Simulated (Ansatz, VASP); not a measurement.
# Two plane-wave programs on TaSi2

```xyz
9
Lattice="4.7625 0.0000 0.0000 -2.3812 4.1244 0.0000 0.0000 0.0000 6.5564" Properties=species:S:1:pos:R:3 pbc="T T T"
Ta    2.3812    0.0000    0.0000
Ta    1.1906    2.0622    4.3709
Ta   -1.1906    2.0622    2.1855
Si    0.0000    1.3153    0.0000
Si    3.6234    0.6577    4.3709
Si    1.2421    3.4667    2.1855
Si    2.3812    2.8091    0.0000
Si   -1.2421    3.4667    4.3709
Si    1.1391    0.6577    2.1855
```

Alike in both runs: functional PBEsol; k mesh 8 × 8 × 5; occupations fermi-dirac, width 0.1 eV; no spin polarisation.

Ansatz relaxed the structure, and its values are those at the end. VASP's run is a single point on that final structure, the one shown.

```csv
,VASP,Ansatz
version,VASP 6.6.1,Ansatz 0.2.0
potentials or method,"VASP PAW PBE potentials, release 64 (Ta_pv, Si), cutoff 520 eV",PAW plane waves
valence electrons in the cell,57,63
```

|  | VASP | Ansatz | Ansatz less VASP |
| --- | --- | --- | --- |
| gap on the k mesh at the Fermi level (eV) | none | none | - |
| pressure (GPa) | 0.2 | 0.0 | -0.21 |

VASP's potentials were made for PBE, not for PBEsol, and Ansatz warns of the same on its side. A gap of «none» marks a metal or a gap that the smearing closes. The functional is the same, so the differences come from potentials, cutoffs and numerics. VASP's potentials hold 57 valence electrons a cell and Ansatz's 63, so a difference there can come from the potentials and not from the codes.

Spin-orbit coupling is off throughout.
